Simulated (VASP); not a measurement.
Wanted: the native input for a VASP 6.6.1 run.

* Task: relaxation of the atoms
* Functional: PBE
* Potentials or basis: VASP PAW PBE potentials, release 64 (C)
* Cutoff: 520 eV
* k mesh: 9 × 9 × 9
* Occupations: gaussian, width 0.02 eV
* Spin: no spin polarisation
* Dipole correction: no
* Further INCAR settings: ALGO = Normal; EDIFF = 1e-07; IBRION = 2; EDIFFG = -0.002; NSW = 60

The structure of C lies in POSCAR:

```
C
1.0
    0.0204309967      1.7794469485      1.7794469485
    1.7794469485      0.0204309967      1.7794469485
    1.7794469485      1.7794469485      0.0204309967
C
2
Direct
   -0.0000826596     -0.0000826596     -0.0000826596
    0.2500826596      0.2500826596      0.2500826596
```

This cell differs from its parent crystal: strained cell.

One way to write it, as run:

INCAR

```
PREC = Accurate ; ENCUT = 520
EDIFF = 1E-7 ; ISMEAR = 0
SIGMA = 0.02 ; LREAL = False
LASPH = True ; NELM = 120
ALGO = Normal ; ISIF = 2
LWAVE = False ; LCHARG = False
GGA = PE ; IBRION = 2
NSW = 60 ; EDIFFG = -0.002
GGA_COMPAT = False ; NELMIN = 4
```

KPOINTS

```
Automatic mesh
0
Gamma
  9 9 9
```

Potentials or basis: VASP PAW PBE potentials, release 64 (C).

The run is started by

```sh
$ cat potpaw_PBE.64/C/POTCAR > POTCAR
$ mpirun -np 1 vasp_std > vasp.out
```

It gave:

The energy gained by relaxing is 0.1 meV/atom, the ionic steps are 3 and the pressure after relaxing is 13.7 GPa. The band gap on the k mesh is 4.18 eV (least direct gap 5.29 eV).

Caveat: the cell differs from its parent crystal (strained cell); an odd mesh through Γ misses points on the zone boundary, where band edges can lie.

It took 15 s on 1 thread of AMD EPYC 7R13 Processor (Zen 3) (shared host), peak memory 0.09 GiB.
